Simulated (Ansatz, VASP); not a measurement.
**Two plane-wave programs on TlBr**

```
CELL_PARAMETERS angstrom
4.14285 0.00000 0.00000
0.00000 4.14285 0.00000
0.00000 0.00000 4.14285
ATOMIC_POSITIONS crystal
Tl 0.00000 0.00000 0.00000
Br 0.50000 0.50000 0.50000
```

Alike in both runs: task single point; functional LDA; k mesh 4 × 4 × 4; occupations gaussian, width 0.05 eV; no spin polarisation.

|  | VASP | Ansatz |
| --- | --- | --- |
| version | VASP 6.6.1 | Ansatz 0.2.0 |
| potentials or method | VASP PAW LDA potentials, release 64 (Tl_d, Br), cutoff 500 eV | scalar-relativistic, plane waves, PAW |
| valence electrons in the cell | 20 | 20 |

|  | VASP | Ansatz | Ansatz less VASP |
| --- | --- | --- | --- |
| gap on the k mesh at the Fermi level (eV) | 1.91 | 1.93 | +0.016 |
| least direct gap on the mesh (eV) | 1.91 | 1.93 | +0.016 |
| pressure (GPa) | -4.2 | -4.2 | +0.01 |

LDA's correlation is that of Perdew and Zunger in VASP and of Perdew and Wang (1992) in Ansatz.

Neither program's run includes spin-orbit coupling.
